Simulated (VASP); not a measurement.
Input of a VASP 6.6.1 run:

INCAR

```
  PREC = Accurate
  ENCUT = 520
  EDIFF = 1E-6
  ISMEAR = -1
  SIGMA = 0.1
  LREAL = F
  LASPH = T
  NELM = 60
  ALGO = Normal
  ISIF = 2
  LWAVE = F
  LCHARG = F
  LDIPOL = T
  IDIPOL = 3
  DIPOL = 0.5 0.5 0.500
  GGA = CA
  NBANDS = 13
```

Contents of KPOINTS:

```
regular mesh
0
Gamma
  4 5 1
```

File POSCAR:

```
LiMg
1.0
    4.8300003491      0.0000000000      0.0000000000
    0.0000000000      3.4153260000      0.0000000000
    0.0000000000      0.0000000000      8.4150001746
Li Mg
2 2
Direct
    0.0000000000      0.0000000000      0.3565062315
    0.5000000000      0.0000000000      0.6434937685
    0.5000000000      0.5000000000      0.3565062315
    0.0000000000      0.5000000000      0.6434937685
```

Potentials or basis: VASP PAW LDA potentials, release 64 (Li_sv, Mg).

Launch:

```console
$ cat potpaw_LDA.64/Li_sv/POTCAR potpaw_LDA.64/Mg/POTCAR > POTCAR
$ mpirun -np 1 vasp_std > vasp.out
```

Problem. Predict the band gap on the k mesh.

Solution. Zero (band 5 reaches -0.16 eV, above the bottom of band 6 at -0.87 eV).

Problem. What does it give for the largest force?

Solution. 0.149 eV/Å.

Forces on the atoms (eV/Å):
```
Li   0.000  0.000 -0.012
Li   0.000  0.000  0.012
Mg   0.000  0.000  0.149
Mg   0.000  0.000 -0.149
```

Caveat: the k points lie up to 0.37 Å⁻¹ apart.
